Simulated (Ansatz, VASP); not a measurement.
**One calculation of CaO, two programs**

```
CELL_PARAMETERS angstrom
0.00000 2.38742 2.38742
2.38742 0.00000 2.38742
2.38742 2.38742 0.00000
ATOMIC_POSITIONS crystal
Ca 0.00000 0.00000 0.00000
O 0.50000 0.50000 0.50000
```

Alike in both runs: task single point; functional PBEsol; k mesh 10 × 10 × 10; occupations fermi-dirac, width 0.05 eV; no spin polarisation.

|  | VASP | Ansatz |
| --- | --- | --- |
| version | VASP 6.6.1 | Ansatz 0.2.0 |
| potentials or method | VASP PAW PBE potentials, release 64 (Ca_sv, O) | Ansatz PAW |
| plane-wave cutoff (eV) | 520 | 420 |
| valence electrons in the cell | 16 | 16 |

|  | VASP | Ansatz | Ansatz less VASP |
| --- | --- | --- | --- |
| gap on the k mesh at the Fermi level (eV) | 3.52 | 3.55 | +0.023 |
| least direct gap on the mesh (eV) | 3.90 | 3.92 | +0.022 |
| pressure (GPa) | 0.0 | -0.6 | -0.61 |

VASP's potentials were made for PBE, not for PBEsol. The functional is the same, so the differences come from potentials, cutoffs and numerics.
